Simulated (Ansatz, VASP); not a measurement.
**ZrF: VASP beside Ansatz**

File INCAR:

```
SYSTEM = ZrF
  ALGO = Normal
  EDIFF = 1E-7
  ENCUT = 520
  GGA = PE
  ISIF = 2
  ISMEAR = 0
  ISPIN = 2
  LASPH = .True.
  LCHARG = .False.
  LMAXMIX = 4
  LORBIT = 11
  LREAL = .False.
  LWAVE = .False.
  MAGMOM = 1 1 0 0
  NBANDS = 31
  NELM = 150
  PREC = Accurate
  SIGMA = 0.1
```

File KPOINTS:

```
k-points
0
Gamma
  6 6 4
  0 0 0
```

Contents of POSCAR:

```
ZrF
1.0
    3.3933033327      0.0000000000      0.0000000000
    0.0000000000      3.3933033327      0.0000000000
    0.0000000000      0.0000000000      5.4103883637
Zr F
2 2
Direct
    0.0000000000      0.5000000000      0.1997938098
    0.5000000000      0.0000000000      0.8002061902
    0.0000000000      0.0000000000      0.5000000000
    0.5000000000      0.5000000000      0.5000000000
```

Input for Ansatz:

```yaml
crystal:
  lattice:
    - [3.3933033327, 0.0, 0.0]
    - [0.0, 3.3933033327, 0.0]
    - [0.0, 0.0, 5.4103883637]
  atoms:
    - { symbol: Zr, position: [0.0, 0.5, 0.1997938098], spin: 1.0 }
    - { symbol: Zr, position: [0.5, 0.0, 0.8002061902], spin: 1.0 }
    - { symbol: F, position: [0.0, 0.0, 0.5] }
    - { symbol: F, position: [0.5, 0.5, 0.5] }
basis:
  ecutwfc: 420
kpoints:
  mp_grid: { grid: [6, 6, 4] }
hamiltonian:
  xc: pbe
scf:
  occupations: { method: gaussian, width: 0.1 }
  lower_state_search: "off"
output:
  forces: true
  stress: true
  eigenvalues: true
  populations: true
magnetization:
  spin_polarized: true
```

Alike in both runs: task single point; functional PBE; k mesh 6 × 6 × 4; occupations gaussian, width 0.1 eV; collinear spin.

|  | VASP | Ansatz |
| --- | --- | --- |
| version | VASP 6.6.1 | Ansatz 0.2.0 |
| potentials or method | VASP PAW PBE potentials, release 64 (Zr_sv, F), cutoff 520 eV | scalar-relativistic, plane waves, PAW |
| valence electrons in the cell | 38 | 38 |

|  | VASP | Ansatz | Ansatz less VASP |
| --- | --- | --- | --- |
| gap on the k mesh at the Fermi level (eV) | none | none | - |
| pressure (GPa) | -0.1 | -0.2 | -0.02 |
| traceless stress, the component that is largest in VASP (GPa) | 0.15 | 0.10 | -0.054 |
| rms of the force components (eV/Å) | 0.021 | 0.007 | -0.0134 |
| net moment per atom (μB) | 0.00 | 0.00 | 0.000 |

Atom by atom the forces differ by 0.013 eV/Å (rms over components). A gap of «none» marks a metal or a gap that the smearing closes. Ansatz's warnings: seeded moment not kept.
